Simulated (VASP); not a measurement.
# AlN (P2_1) in VASP: a series of runs

Runs on AlN. Level: LDA. Tasks: single point.

Everything below comes from runs of VASP 6.6.1. Logs are shortened: lines on timing, memory, paths and dates and some standing lists are left out, and cuts for length are marked.

## Step 1: The cell of the first run

The structure is monoclinic, space group P2_1 (No. 4). The conventional cell has a = 3.089 Å, b = 4.944 Å, c = 3.089 Å, α = 90.00°, β = 120.00°, γ = 90.00°. Within 2.5 Å of Al (site symmetry 1) lie 4 N at 1.87 to 1.90 Å. Within 2.5 Å of N (site symmetry 1) lie 4 Al at 1.87 to 1.90 Å.

## Step 2: Single point, LDA (mode 4 frozen in at -0.052 Å and mode 5 at -0.086 Å (largest displacements))

The input, INCAR:

```
SYSTEM = AlN
PREC = Accurate
ENCUT = 520
EDIFF = 1E-6
ISMEAR = 0
SIGMA = 0.05
LREAL = .FALSE.
LASPH = .TRUE.
NELM = 100
ALGO = Normal
ISIF = 2
LWAVE = .FALSE.
LCHARG = .FALSE.
GGA = CA
NBANDS = 16
```

The input, KPOINTS:

```
regular mesh
0
G
  9 9 6
  0 0 0
```

The input, POSCAR:

```
AlN
1.0
    3.0887424016      0.0000000000      0.0000000000
   -1.5443712008      2.6749293856      0.0000000000
    0.0000000000      0.0000000000      4.9437688231
Al N
2 2
Direct
    0.3005523144      0.6345162853      0.0015212672
    0.6994476856      0.3654837147      0.5015212672
    0.3625848935      0.6953554887      0.3834787328
    0.6374151065      0.3046445113      0.8834787328
```

Potentials or basis: VASP PAW LDA potentials, release 64 (Al, N).

The run is started by

```console
$ cat potpaw_LDA.64/Al/POTCAR potpaw_LDA.64/N/POTCAR > POTCAR
$ mpirun -np 1 vasp_std > vasp.out
```

OUTCAR:

```text
SYSTEM = AlN
   PREC = Accurate
   ENCUT = 520
   EDIFF = 1E-6
   ISMEAR = 0
   LREAL = .FALSE.
   LASPH = .TRUE.
   NELM = 100
   ISIF = 2
   GGA = CA

 ion  position               nearest neighbor table
   1  0.301  0.635  0.002-   4 1.87   4 1.88   4 1.89   3 1.90   2 2.95   2 2.95   2 3.06   2 3.06
                             2 3.15   2 3.15
   2  0.699  0.365  0.502-   3 1.87   3 1.88   3 1.89   4 1.90   1 2.95   1 2.95   1 3.06   1 3.06
                             1 3.15   1 3.15
   3  0.363  0.695  0.383-   2 1.87   2 1.88   2 1.89   1 1.90
   4  0.637  0.305  0.883-   1 1.87   1 1.88   1 1.89   2 1.90

  LATTYP: Found a hexagonal cell.
 ALAT       =     3.0887424016
 C/A-ratio  =     1.6005766038

  Lattice vectors:

 A1 = (   3.0887424016,   0.0000000000,   0.0000000000)
 A2 = (  -1.5443712008,   2.6749293856,   0.0000000000)
 A3 = (   0.0000000000,   0.0000000000,   4.9437688231)

Analysis of symmetry for initial positions (statically):
=====================================================================
 Subroutine PRICEL returns:
 Original cell was already a primitive cell.

 Routine SETGRP: Setting up the symmetry group for a
 hexagonal supercell.

 Subroutine GETGRP returns: Found  2 space group operations
 (whereof  1 operations were pure point group operations)
 out of a pool of 24 trial point group operations.

The static configuration has the point symmetry C_1 .
 The point group associated with its full space group is C_2 .

Analysis of symmetry for dynamics (positions and initial velocities):
=====================================================================
 Subroutine PRICEL returns:
 Original cell was already a primitive cell.

 Routine SETGRP: Setting up the symmetry group for a
 hexagonal supercell.

 Subroutine GETGRP returns: Found  2 space group operations
 (whereof  1 operations were pure point group operations)
 out of a pool of 24 trial point group operations.

The dynamic configuration has the point symmetry C_1 .
 The point group associated with its full space group is C_2 .

 Subroutine INISYM returns: Found  2 space group operations
 (whereof  1 operations are pure point group operations),
 and found     1 'primitive' translations

----------------------------------------------------------------------------------------

                                     Primitive cell

  volume of cell :      40.8462

  direct lattice vectors                    reciprocal lattice vectors
     3.088742402  0.000000000  0.000000000     0.323756361  0.186920822  0.000000000
    -1.544371201  2.674929386  0.000000000     0.000000000  0.373841644  0.000000000
     0.000000000  0.000000000  4.943768823     0.000000000  0.000000000  0.202274830

  length of vectors
     3.088742402  3.088742402  4.943768823     0.373841644  0.373841644  0.202274830

  position of ions in fractional coordinates (direct lattice)
     0.300552314  0.634516285  0.001521267
     0.699447686  0.365483715  0.501521267
     0.362584893  0.695355489  0.383478733
     0.637415107  0.304644511  0.883478733

  ion indices of the primitive-cell ions
   primitive index   ion index
                 1           1
                 2           2
                 3           3
                 4           4

----------------------------------------------------------------------------------------

 KPOINTS: regular mesh

Automatic generation of k-mesh.
 Grid dimensions read from file:
 generate k-points for:    9    9    6

 Generating k-lattice:

  Cartesian coordinates                     Fractional coordinates (reciprocal lattice)
     0.035972929  0.020768980  0.000000000     0.111111111 -0.000000000  0.000000000
     0.000000000  0.041537960  0.000000000     0.000000000  0.111111111  0.000000000
     0.000000000  0.000000000  0.033712472     0.000000000  0.000000000  0.166666667

  Length of vectors
     0.041537960  0.041537960  0.033712472

  Shift w.r.t. Gamma in fractional coordinates (k-lattice)
     0.000000000  0.000000000  0.000000000

 Subroutine IBZKPT returns following result:
 ===========================================

 Found    164 irreducible k-points:

 Following reciprocal coordinates:
            Coordinates               Weight
  0.000000  0.000000  0.000000      1.000000
  0.111111  0.000000  0.000000      2.000000
  0.000000  0.111111  0.000000      2.000000
 -0.111111  0.111111  0.000000      2.000000
  0.222222 -0.000000  0.000000      2.000000
  0.000000  0.222222  0.000000      2.000000
[... 16 lines left out ...]
  0.333333  0.111111  0.000000      2.000000
 -0.111111  0.444444  0.000000      2.000000
 [... further k-points ...]
   k-points           NKPTS =    164   k-points in BZ     NKDIM =    164   number of bands    NBANDS=     16
   number of dos      NEDOS =    301   number of ions     NIONS =      4
   total plane-waves  NPLWV =  23040
   dimension x,y,z NGX =    24 NGY =   24 NGZ =   40
   dimension x,y,z NGXF=    48 NGYF=   48 NGZF=   80
   ions per type =               2   2
   NGX,Y,Z   is equivalent  to a cutoff of  12.92, 12.92, 13.45 a.u.
   NGXF,Y,Z  is equivalent  to a cutoff of  25.84, 25.84, 26.90 a.u.
 SYSTEM =  AlN
   PREC   = accura    normal or accurate (medium, high low for compatibility)
   ISTART =      0    job   : 0-new  1-cont  2-samecut
   ICHARG =      2    charge: 1-file 2-atom 10-const
   ISPIN  =      1    spin polarized calculation?
   LNONCOLLINEAR =      F non collinear calculations
   LSORBIT =      F    spin-orbit coupling
   LASPH  =      T    aspherical Exc in radial PAW
   ENCUT  =  520.0 eV  38.22 Ry    6.18 a.u.   5.74  5.74  9.19*2*pi/ulx,y,z
   NELM   =    100;   NELMIN=  2; NELMDL= -5     # of ELM steps
   EDIFF  = 0.1E-05   stopping-criterion for ELM
   LREAL  =      F    real-space projection
   EDIFFG = 0.1E-04   stopping-criterion for IOM
   NSW    =      0    number of steps for IOM
   IBRION =     -1    ionic relax: 0-MD 1-quasi-New 2-CG
   NFREE  =      0    steps in history (QN), initial steepest desc. (CG)
   ISIF   =      2    stress and relaxation
   ISYM   =      2    0-nonsym 1-usesym 2-fastsym
   POTIM  = 0.5000    time-step for ionic-motion
   TEBEG  =    0.0;   TEEND  =   0.0 temperature during run
   PSTRESS=    0.0 pullay stress
   NELECT =      16.0000    total number of electrons
   NUPDOWN=      -1.0000    fix difference up-down
   EMIN   =  10.00;   EMAX   =-10.00  energy-range for DOS
   EFERMI =   0.00;   METHOD = LEGACY
   ISMEAR =     0;   SIGMA  =   0.05  broadening in eV -4-tet -1-fermi 0-gaus
   EFERMI_NEDOS =   21; number of points for ismear=-14 and -15
   IALGO  =     38    algorithm
   IMIX   =      4    mixing-type and parameters
     AMIX     =   0.40;   BMIX     =  1.00
     AMIX_MAG =   1.60;   BMIX_MAG =  1.00
  volume/ion in A,a.u.               =      10.21        68.91
  Fermi-wavevector in a.u.,A,eV,Ry     =   1.197836  2.263582 19.521797  1.434812
  Thomas-Fermi vector in A             =   2.333741
   LORBIT       =      0    0 simple, 1 ext, 2 COOP (PROOUT), +10 PAW based schemes
   GGA     = CA    functional components
   LHFCALC =     F    Hartree Fock is set to
   AEXX    =    0.0000 exact exchange contribution
   IVDW    =     0    specifies the selected vdW correction
   LEPSILON=     F    determine dielectric tensor
   LRPA    =     F    only Hartree local field effects (RPA)
 non-spin polarized calculation
 Gauss-broadening in eV      SIGMA  =   0.05
  energy-cutoff  :      520.00
  volume of cell :       40.85
 maximum number of plane-waves:      1118
   NGX = 11   NGY = 11   NGZ = 19

 number of electron      16.0000000 magnetization

 Free energy of the ion-electron system (eV)
  ---------------------------------------------------
  ext. energy  EPLUGINS =         0.00000000
  ---------------------------------------------------
  free energy    TOTEN  =       -32.76026175 eV

  energy without entropy =      -32.76026175  energy(sigma->0) =      -32.76026175

 E-fermi :   6.3885     XC(G=0): -11.3472

 val. band max:        6.1847701945   @ k =   0.0000   0.0000   0.0000
 cond. band min:      10.4859527837   @ k =   0.0000   0.0000   0.0000
 fundamental gap:      4.3011825892
 Fermi energy:         6.3884626097

 k-point     1 :       0.0000    0.0000    0.0000
  band No.  band energies     occupation
      1      -9.0492      2.00000
      2      -6.7503      2.00000
      3      -0.0257      2.00000
      4       5.1920      2.00000
      5       5.2835      2.00000
      6       5.7303      2.00000
[... 8 lines left out ...]
     15      19.2299      0.00000
     16      19.6639      0.00000

 k-point     2 :       0.1111    0.0000    0.0000
  band No.  band energies     occupation
      1      -8.8856      2.00000
      2      -6.6534      2.00000
      3       0.1631      2.00000
      4       4.4894      2.00000
      5       5.0199      2.00000
      6       5.1386      2.00000
[... 8 lines left out ...]
     15      19.1252      0.00000
     16      19.4257      0.00000

 k-point     3 :       0.0000    0.1111    0.0000
  band No.  band energies     occupation
      1      -8.8839      2.00000
      2      -6.6585      2.00000
      3       0.1670      2.00000
      4       4.5117      2.00000
      5       5.0452      2.00000
      6       5.2856      2.00000
[... 8 lines left out ...]
     15      18.9955      0.00000
     16      19.4081      0.00000

 k-point     4 :      -0.1111    0.1111    0.0000
  band No.  band energies     occupation
      1      -8.8848      2.00000
      2      -6.6562      2.00000
      3       0.1652      2.00000
      4       4.5182      2.00000
      5       5.0281      2.00000
      6       5.2031      2.00000
[... 8 lines left out ...]
     15      18.9638      0.00000
     16      19.3403      0.00000
[... 324 lines left out ...]
 k-point    22 :       0.3333   -0.1111    0.0000
  band No.  band energies     occupation
      1      -7.9994      2.00000
      2      -6.2229      2.00000
      3       1.2192      2.00000
      4       2.1252      2.00000
      5       2.9589      2.00000
      6       4.3555      2.00000
[... 8 lines left out ...]
     15      19.3622      0.00000
     16      20.1631      0.00000

 k-point    23 :       0.3333    0.1111    0.0000
  band No.  band energies     occupation
      1      -7.3191      2.00000
      2      -6.0722      2.00000
      3       0.8931      2.00000
      4       2.1149      2.00000
      5       2.3586      2.00000
      6       3.7215      2.00000
[... 8 lines left out ...]
     15      18.8514      0.00000
     16      20.7505      0.00000

 k-point    24 :      -0.1111    0.4444    0.0000
  band No.  band energies     occupation
      1      -7.2558      2.00000
      2      -6.1895      2.00000
      3       1.2740      2.00000
      4       2.0979      2.00000
      5       2.3095      2.00000
      6       3.6544      2.00000
[... 8 lines left out ...]
     15      18.3470      0.00000
     16      20.9785      0.00000

 [... further k-points ...]
[... 5 lines left out ...]
  --------------------------------------------------------------------------------------
  -------------------------------------------------------------------------------------
  Total        0.0322607      0.0503790      0.1454938     -0.1596766      0.0000000      0.0000000
  in kB        1.2654111      1.9760957      5.7069365     -6.2632499      0.0000000      0.0000000
  external PRESSURE =       2.9828144 kB  Pullay stress =       0.0000000 kB

 VOLUME and BASIS-vectors are now :
 -----------------------------------------------------------------------------
  energy-cutoff  :      520.00
  volume of cell :       40.85
      direct lattice vectors                 reciprocal lattice vectors
     3.088742402  0.000000000  0.000000000     0.323756361  0.186920822  0.000000000
    -1.544371201  2.674929386  0.000000000     0.000000000  0.373841644  0.000000000
     0.000000000  0.000000000  4.943768823     0.000000000  0.000000000  0.202274830

 POSITION                                       TOTAL-FORCE (eV/Angst)
 -----------------------------------------------------------------------------------
     -0.05160      1.69729      0.00752         0.335874      0.467176      0.072214
      1.59597      0.97764      2.47941        -0.335874     -0.467176      0.072214
      0.04604      1.86003      1.89583        -0.116829     -0.234070     -0.072214
      1.49833      0.81490      4.36771         0.116829      0.234070     -0.072214
 -----------------------------------------------------------------------------------
    total drift:                               -0.000000     -0.000000     -0.000583

  FREE ENERGIE OF THE ION-ELECTRON SYSTEM (eV)
  ---------------------------------------------------
  free  energy   TOTEN  =       -32.7602617500 eV

  energy  without entropy=      -32.7602617500  energy(sigma->0) =      -32.76026175
```

It took 32 s on 1 thread of Intel Xeon Platinum 8559C (Emerald Rapids), shared host; peak memory 0.2 GiB.

Results:

```
Free energy            : -32.7603 eV
Pressure               : 0.3 GPa
Largest force          : 0.580 eV/Å
Band gap on the k mesh : 4.30 eV, direct
```

Forces on the atoms (eV/Å):
```
Al   0.336  0.467  0.072
Al  -0.336 -0.467  0.072
N   -0.117 -0.234 -0.072
N    0.117  0.234 -0.072
```

Stress tensor (GPa, compression positive):
```
 0.13 -0.63  0.00
-0.63  0.20  0.00
 0.00  0.00  0.57
```

Levels at points of the mesh, in eV from the valence-band top:
```csv
k point,band 4,band 5,band 6,band 7,band 8,band 9,band 10,band 11,band 12,band 13
"(0.00, 0.00, 0.00)",-0.99,-0.90,-0.45,-0.15,0.00,4.30,6.65,10.44,10.68,11.46
"(0.00, 0.00, 0.50)",-3.42,-0.67,-0.67,-0.58,-0.58,6.48,6.48,10.21,10.21,11.32
```

Caveat: the cell differs from its parent crystal (mode 4 frozen in at -0.052 Å and mode 5 at -0.086 Å (largest displacements)).

(Part 1 of 2 ends here.)
